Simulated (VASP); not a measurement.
A run of VASP 6.6.1 is set up as follows.

File INCAR:

```
ALGO = Normal
EDIFF = 1E-7
ENCUT = 520
GGA = PS
ISIF = 2
ISMEAR = -1
LASPH = T
LCHARG = F
LREAL = F
LWAVE = F
NBANDS = 16
NELM = 60
PREC = Accurate
SIGMA = 0.15
```

The input KPOINTS:

```
k-points
0
Gamma
  14 14 14
```

The input POSCAR:

```
AgO
1.0
    0.0000000000      2.4780493028      2.4780493028
    2.4780493028      0.0000000000      2.4780493028
    2.4780493028      2.4780493028      0.0000000000
Ag O
1 1
Direct
    0.0000000000      0.0000000000      0.0000000000
    0.7500000000      0.7500000000      0.7500000000
```

Potentials or basis: VASP PAW PBE potentials, release 64 (Ag, O).

The run is started by

```console
$ cat potpaw_PBE.64/Ag/POTCAR potpaw_PBE.64/O/POTCAR > POTCAR
$ mpirun -np 1 vasp_std > vasp.out
```

Question: What does it give for the pressure?

Answer: -0.2 GPa.

Question: What does it give for the band gap on the k mesh?

Answer: Zero (an odd number of electrons rules out a gap without spin polarisation).

Caveat: the PAW data sets were made with another functional, which shifts forces and pressure a little; an odd number of electrons without spin polarisation forces a metal; a magnetic or distorted state may lie lower.
